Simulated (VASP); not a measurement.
Runs of VASP 6.6.1 on PbS. It takes space group Pm-3m (No. 221, cubic). The conventional cell has a = 3.654 Å, b = 3.654 Å, c = 3.654 Å, α = 90.00°, β = 90.00°, γ = 90.00°. Pb (site symmetry m-3m) has 8 S at 3.16 Å and 6 Pb at 3.65 Å within 4.2 Å. Within 4.2 Å of S (site symmetry m-3m) lie 8 Pb at 3.16 Å and 6 S at 3.65 Å. 

| level | spin | k mesh | cutoff (eV) | smearing | gap on the mesh (eV) | pressure (GPa) |
| --- | --- | --- | --- | --- | --- | --- |
| PBE | off | 4 × 4 × 4 | 500 | gaussian 0.1 eV | none | -0.6 |
| PBE | off | 2 × 2 × 2 | 520 | gaussian 0.1 eV | none | (b) |
| PBEsol | off | 4 × 4 × 4 | 500 | gaussian 0.14 eV | none | -3.7 |
| BLYP | non-collinear, zero start, SOC | 3 × 3 × 3 | 500 | methfessel-paxton 0.164 eV | - | 4.0 |
| PBE | off | 4 × 4 × 4 | 520 | gaussian 0.1 eV | none | -0.6 |
| revPBE | off | 4 × 4 × 4 | 500 | methfessel-paxton 0.031 eV | none | 0.6 |
| PBE | off | 3 × 3 × 3 | 500 | gaussian 0.1 eV | 1.90 | (a) |
| PBEsol | off | 4 × 4 × 4 | 500 | gaussian 0.1 eV | none | -3.8 |

Alike in all rows: task single point; potentials or basis VASP PAW PBE potentials, release 64 (Pb_d, S); cell as given.

**Question.** Fill in the values left out.

**Answer.** (a) -0.3; (b) -4.3.

Caveats: all runs use coarse meshes; spin-orbit coupling is left out, which moves the levels of the heavy elements (some runs); the PAW data sets were made with another functional, which shifts forces and pressure a little (some runs).

A k mesh can miss the band edges, and rows without SOC leave out spin-orbit coupling on Pb.

A gap of «none» marks levels without a gap at the run's occupations.
